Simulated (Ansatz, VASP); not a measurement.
**Al2O3 in VASP and in Ansatz**

```
Al O
1.0
     2.52154    1.45581    3.97580
    -2.52154    1.45581    3.97580
     0.00000   -2.91162    3.97580
Al O
4 6
Cartesian
  0.0000 0.0000 10.2546
  0.0000 0.0000 7.6365
  0.0000 0.0000 1.6728
  0.0000 0.0000 4.2909
  -0.9776 -1.4558 4.9697
  1.7496 -0.1187 4.9697
  -0.7720 1.5745 4.9697
  0.9776 1.4558 6.9576
  -1.7496 0.1187 6.9576
  0.7720 -1.5745 6.9576
```

Alike in both runs: task single point; functional PBE; k mesh 6 × 6 × 6; occupations gaussian, width 0.05 eV; no spin polarisation.

```csv
,VASP,Ansatz
version,VASP 6.6.1,Ansatz 0.2.0
potentials or method,"VASP PAW PBE potentials, release 64 (Al, O), cutoff 520 eV","scalar-relativistic, plane waves, PAW"
valence electrons in the cell,48,48
```

```csv
,VASP,Ansatz,Ansatz less VASP
gap on the k mesh at the Fermi level (eV),4.22,4.23,+0.010
least direct gap on the mesh (eV),4.22,4.23,+0.010
pressure (GPa),-1.4,-1.3,+0.06
"traceless stress, the component that is largest in VASP (GPa)",28.55,28.55,+0.006
rms of the force components (eV/Å),0.227,0.229,+0.0022
```

Atom by atom the forces differ by 0.002 eV/Å (rms over components). With one functional, cell and mesh, what is left measures potentials, basis and numerics.
